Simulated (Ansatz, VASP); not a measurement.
**Two plane-wave programs on WS2**

```
W S
1.0
     3.14578    0.00000    0.00000
    -1.57289    2.72432    0.00000
     0.00000    0.00000   16.95342
W S
1 2
Direct
  0.33333 0.66667 0.00000
  0.66667 0.33333 0.91200
  0.66667 0.33333 0.09685
```

Change from the starting cell: all S atoms moved +0.075 Å, as atom 2 towards its neighbour atom 3 (S) at 3.134 Å.

Alike in both runs: task single point; functional PBEsol; k mesh 12 × 12 × 2; occupations gaussian, width 0.05 eV; no spin polarisation.

|  | VASP | Ansatz |
| --- | --- | --- |
| version | VASP 6.6.1 | Ansatz 0.2.0 |
| potentials or method | VASP PAW PBE potentials, release 64 (W_sv, S), cutoff 520 eV | scalar-relativistic, plane waves, PAW |
| valence electrons in the cell | 26 | 26 |

|  | VASP | Ansatz | Ansatz less VASP |
| --- | --- | --- | --- |
| gap on the k mesh at the Fermi level (eV) | 1.94 | 1.94 | -0.005 |
| least direct gap on the mesh (eV) | 1.94 | 1.94 | -0.005 |
| rms of the force components (eV/Å) | 1.026 | 1.023 | -0.0030 |

VASP's potentials were made for PBE, not for PBEsol. Atom by atom the forces differ by 0.011 eV/Å (rms over components). The functional is the same, so the differences come from potentials, cutoffs and numerics.

Spin-orbit coupling is off throughout.
